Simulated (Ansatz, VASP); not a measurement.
# One calculation of HgTe, two programs

INCAR

```
  ALGO = Normal
  EDIFF = 1E-7
  ENCUT = 520
  GGA = PE
  ISIF = 2
  ISMEAR = -1
  LASPH = True
  LCHARG = False
  LREAL = False
  LWAVE = False
  NBANDS = 26
  NELM = 80
  PREC = Accurate
  SIGMA = 0.05
```

KPOINTS

```
k-points
0
Gamma
  8 8 5
```

File POSCAR:

```
HgTe
1.0
    4.4921679266      0.0000000000      0.0000000000
   -2.2460839633      3.8903315425      0.0000000000
    0.0000000000      0.0000000000      7.4131686165
Hg Te
2 2
Direct
    0.3333333333      0.6666666667      0.0016968544
    0.6666666667      0.3333333333      0.5016968544
    0.3333333333      0.6666666667      0.3743031456
    0.6666666667      0.3333333333      0.8743031456
```

Input for Ansatz:

```yaml
crystal:
  lattice:
    - [4.4921679266, 0.0, 0.0]
    - [-2.2460839633, 3.8903315425, 0.0]
    - [0.0, 0.0, 7.4131686165]
  atoms:
    - { symbol: Hg, position: [0.3333333333, 0.6666666667, 0.0016968544] }
    - { symbol: Hg, position: [0.6666666667, 0.3333333333, 0.5016968544] }
    - { symbol: Te, position: [0.3333333333, 0.6666666667, 0.3743031456] }
    - { symbol: Te, position: [0.6666666667, 0.3333333333, 0.8743031456] }
kpoints:
  mp_grid: { grid: [8, 8, 5] }
scf:
  occupations: { method: fermi_dirac, width: 0.05 }
hamiltonian:
  xc: pbe
  pseudopotentials: { kind: all_electron, lapw: { basis_error: 0.001 } }
output:
  forces: true
  stress: true
  eigenvalues: true
  populations: true
```

Change from the starting cell: volume scaled by 0.88, LAPW.

Alike in both runs: task single point; functional PBE; k mesh 8 × 8 × 5; occupations fermi-dirac, width 0.05 eV; no spin polarisation.

|  | VASP | Ansatz |
| --- | --- | --- |
| version | VASP 6.6.1 | Ansatz 0.2.0 |
| potentials or method | VASP PAW PBE potentials, release 64 (Hg, Te), cutoff 520 eV | all-electron LAPW, scalar-relativistic |

VASP gave:

```
pressure (GPa) : 6.2
```

Task: What did Ansatz give for the same quantities?

Result: Pressure (GPa): 6.1.

Ansatz ran all-electron here, and VASP with PAW potentials.

Neither program's run includes spin-orbit coupling.
